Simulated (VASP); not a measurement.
Here is a VASP 6.6.1 calculation.

The input INCAR:

```
SYSTEM = Al
  PREC = Accurate
  ENCUT = 520
  EDIFF = 1E-6
  ISMEAR = -1
  SIGMA = 0.1
  LREAL = .False.
  LASPH = .True.
  NELM = 100
  ALGO = Normal
  ISIF = 2
  LWAVE = .False.
  LCHARG = .False.
  GGA = RE
  NBANDS = 12
```

The input KPOINTS:

```
Automatic mesh
0
Gamma
  8 8 11
  0 0 0
```

Contents of POSCAR:

```
Al
1.0
    4.6050276972      0.0000000000      0.0000000000
   -2.3025138486      3.9880709709      0.0000000000
    0.0000000000      0.0000000000      2.8502826887
Al
3
Direct
    0.0000000000      0.0000000000      0.0000000000
    0.3333333333      0.6666666667      0.5000000000
    0.6666666667      0.3333333333      0.5000000000
```

Potentials or basis: VASP PAW PBE potentials, release 64 (Al).

Launch:

```bash
$ cat potpaw_PBE.64/Al/POTCAR > POTCAR
$ mpirun -np 1 vasp_std > vasp.out
```

Q: What does it give for the pressure?

A: -0.1 GPa.

Q: What does it give for the band gap on the k mesh?

A: Zero (an odd number of electrons rules out a gap without spin polarisation).

Caveat: the PAW data sets were made with another functional, which shifts forces and pressure a little.
